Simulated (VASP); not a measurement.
# Si: single point with LDA

Si:

```
CELL_PARAMETERS angstrom
0.00000 2.50050 2.99960
2.50050 0.00000 2.99960
2.50050 2.50050 0.00000
ATOMIC_POSITIONS crystal
Si 0.50000 0.50000 0.50000
Si 0.75000 0.75000 0.75000
```

This cell differs from its parent crystal: volume 18.755 Å^3 an atom, c/a of the conventional cell 1.1996.

```
Program             : VASP 6.6.1
Task                : single point
Functional          : LDA
Potentials or basis : VASP PAW LDA potentials, release 64 (Si)
Cutoff              : 520 eV
k mesh              : 12 × 12 × 12
Occupations         : gaussian, width 0.05 eV
Spin                : no spin polarisation
```

```
Pressure               : 3.8 GPa
Band gap on the k mesh : zero (band 4 reaches 7.06 eV, above the bottom of band 5 at 6.38 eV)
```

Stress tensor (GPa, compression positive):
```
 11.04   0.00   0.00
  0.00  11.04   0.00
  0.00   0.00 -10.62
```

Levels at points of the mesh, in eV from the Fermi level:
```
           k point  band 1  band 2  band 3  band 4  band 5  band 6  band 7  band 8  band 9
(0.00, 0.00, 0.00)  -12.65   -1.31    0.33    0.33    2.29    2.29    2.85    2.91    6.10
(0.50, 0.00, 0.00)  -10.09   -7.53   -2.46   -0.42    0.30    3.58    3.87    7.70    9.75
(0.50, 0.50, 0.00)   -9.02   -9.02   -2.18   -2.18    1.31    1.31   10.28   10.28   10.30
(0.50, 0.00, 0.50)   -7.83   -7.83   -3.63   -3.63   -0.18   -0.18    8.07    8.07   10.19
```

Run time: 38 s on 1 thread of Intel(R) Xeon(R) Platinum 8488C (Sapphire Rapids), with other jobs on the host, peak memory 0.17 GiB.
